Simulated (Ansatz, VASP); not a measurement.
# One calculation of GaBi2Sb3S, two programs

```
CELL_PARAMETERS angstrom
5.00777 0.00000 0.00000
-2.50389 4.33686 0.00000
0.00000 0.00000 9.82530
ATOMIC_POSITIONS crystal
Ga 0.66667 0.33333 0.53305
Sb 0.66667 0.33333 0.02980
Sb 0.33333 0.66667 0.24554
Sb 0.00000 0.00000 0.66224
Bi 0.00000 0.00000 0.35121
Bi 0.33333 0.66667 0.92006
S 0.33333 0.66667 0.62666
```

Alike in both runs: functional PBE; k mesh 3 × 3 × 1; occupations gaussian, width 0.15 eV; no spin polarisation.

Ansatz relaxed the structure, and its values are those at the end. VASP's run is a single point on that final structure, the one shown.

|  | VASP | Ansatz |
| --- | --- | --- |
| version | VASP 6.6.1 | Ansatz 0.2.0 |
| potentials or method | VASP PAW PBE potentials, release 64 (Ga_d, Sb, Bi_d, S), cutoff 500 eV | scalar-relativistic, plane waves, PAW |
| valence electrons in the cell | 64 | 94 |

|  | VASP | Ansatz | Ansatz less VASP |
| --- | --- | --- | --- |
| gap on the k mesh at the Fermi level (eV) | none | none | - |
| pressure (GPa) | 0.0 | 0.1 | +0.07 |
| rms of the force components (eV/Å) | 0.020 | 0.021 | +0.0006 |

A gap of «none» marks a metal or a gap that the smearing closes. With one functional, cell and mesh, what is left measures potentials, basis and numerics. VASP's potentials hold 64 valence electrons a cell and Ansatz's 94, so a difference there can come from the potentials and not from the codes.

The k mesh is coarse, so the values compare programs but aren't converged. Neither program's run includes spin-orbit coupling.
